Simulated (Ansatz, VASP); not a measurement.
## One calculation of In, two programs

```
CELL_PARAMETERS angstrom
-1.83831 1.83831 1.83831
1.83831 -1.83831 1.83831
1.83831 1.83831 -1.83831
ATOMIC_POSITIONS crystal
In 0.00000 0.00000 0.00000
```

Alike in both runs: functional LDA; k mesh 18 × 18 × 18; occupations fermi-dirac, width 0.05 eV; no spin polarisation.

Ansatz relaxed the structure, and its values are those at the end. VASP's run is a single point on that final structure, the one shown.

|  | VASP | Ansatz |
| --- | --- | --- |
| version | VASP 6.6.1 | Ansatz 0.2.0 |
| potentials or method | VASP PAW LDA potentials, release 64 (In_d) | PAW with Ansatz's default frozen-core files, scalar-relativistic |
| plane-wave cutoff (eV) | 520 | 420 |
| valence electrons in the cell | 13 | 13 |

|  | VASP | Ansatz | Ansatz less VASP |
| --- | --- | --- | --- |
| pressure (GPa) | 0.0 | 0.0 | -0.03 |

LDA's correlation is that of Perdew and Zunger in VASP and of Perdew and Wang (1992) in Ansatz.
